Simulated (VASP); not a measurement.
Wanted: the native input for a VASP 6.6.1 run.

```yaml
Task: single point
Functional: PBE
Potentials_or_basis: VASP PAW PBE potentials, release 64 (Zr_sv, Ti_sv, C)
Cutoff: 520 eV
k_mesh: 6 × 6 × 2
Occupations: gaussian, width 0.1 eV
Spin: collinear spin
Starting_moments: "[1.0, 1.0, 1.0, 0.0, 0.0, 0.0] μB"
Dipole_correction: no
Further_INCAR_settings: ALGO = Normal; EDIFF = 1e-06; NBANDS = 37
```

The structure of Zr2TiC3 lies in POSCAR:

```
Zr2TiC3
1.0
    3.2577583635      0.0000000000      0.0000000000
   -1.6288791818      2.8213015022      0.0000000000
    0.0000000000      0.0000000000      7.9133169139
Zr Ti C
2 1 3
Direct
    0.3333333333      0.6666666667      0.6736299770
    0.6666666667      0.3333333333      0.3263700230
    0.0000000000      0.0000000000      0.0000000000
    0.6666666667      0.3333333333      0.8471247330
    0.3333333333      0.6666666667      0.1528752670
    0.0000000000      0.0000000000      0.5000000000
```

These files were run (other wordings do the same):

INCAR

```
PREC = Accurate
ENCUT = 520
EDIFF = 1E-6
ISMEAR = 0
SIGMA = 0.1
LREAL = F
LASPH = T
NELM = 150
ALGO = Normal
ISIF = 2
LWAVE = F
LCHARG = T
ISPIN = 2
MAGMOM = 1 1 1 0 0 0
LORBIT = 11
LMAXMIX = 4
GGA = PE
LELF = T
LVHAR = T
NBANDS = 37
```

KPOINTS

```
Automatic mesh
0
Gamma
  6 6 2
```

Potentials or basis: VASP PAW PBE potentials, release 64 (Zr_sv, Ti_sv, C).

Launch:

```bash
$ cat potpaw_PBE.64/Zr_sv/POTCAR potpaw_PBE.64/Ti_sv/POTCAR potpaw_PBE.64/C/POTCAR > POTCAR
$ mpirun -np 1 vasp_std > vasp.out
```

Results of the run:

```yaml
Pressure: -0.1 GPa
Largest_force: 0.014 eV/Å
Band_gap_on_the_k_mesh: zero (filled and empty bands overlap)
Net_moment: 0.00 μB per cell
Valence_electrons_inside_the_program's_atomic_spheres: Zr 9.89; Ti 10.24; C 2.36, 2.38 (each value once)
```

Caveat: the k points lie up to 0.40 Å⁻¹ apart, too coarse for converged energies and pressures of a metal.

It took 41 s on 1 thread of Intel(R) Xeon(R) 6975P-C (Granite Rapids), with other jobs on the host, peak memory 0.23 GiB.
